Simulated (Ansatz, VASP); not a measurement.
SrHfSb2 in VASP and in Ansatz

```
Sr Hf Sb
1.0
     5.64054    0.00000    0.00000
    -2.82027    4.88485    0.00000
     0.00000    0.00000    6.16404
Sr Hf Sb
1 1 2
Direct
  0.00000 0.00000 0.00000
  0.00000 0.00000 0.50000
  0.33333 0.66667 0.00000
  0.66667 0.33333 0.00000
```

Alike in both runs: functional PBE; k mesh 12 × 12 × 8; occupations gaussian, width 0.1 eV; no spin polarisation.

Ansatz relaxed the structure, and its values are those at the end. VASP's run is a single point on that final structure, the one shown.

```csv
,VASP,Ansatz
version,VASP 6.6.1,Ansatz 0.2.0
potentials or method,"VASP PAW PBE potentials, release 64 (Sr_sv, Hf_pv, Sb), cutoff 520 eV","scalar-relativistic, plane waves, PAW"
valence electrons in the cell,30,66
```

|  | VASP | Ansatz | Ansatz less VASP |
| --- | --- | --- | --- |
| gap on the k mesh at the Fermi level (eV) | none | none | - |
| pressure (GPa) | 0.0 | 0.0 | +0.01 |

A gap of «none» marks a metal or a gap that the smearing closes. The functional is the same, so the differences come from potentials, cutoffs and numerics. VASP's potentials hold 30 valence electrons a cell and Ansatz's 66, so a difference there can come from the potentials and not from the codes.

Spin-orbit coupling is off throughout.
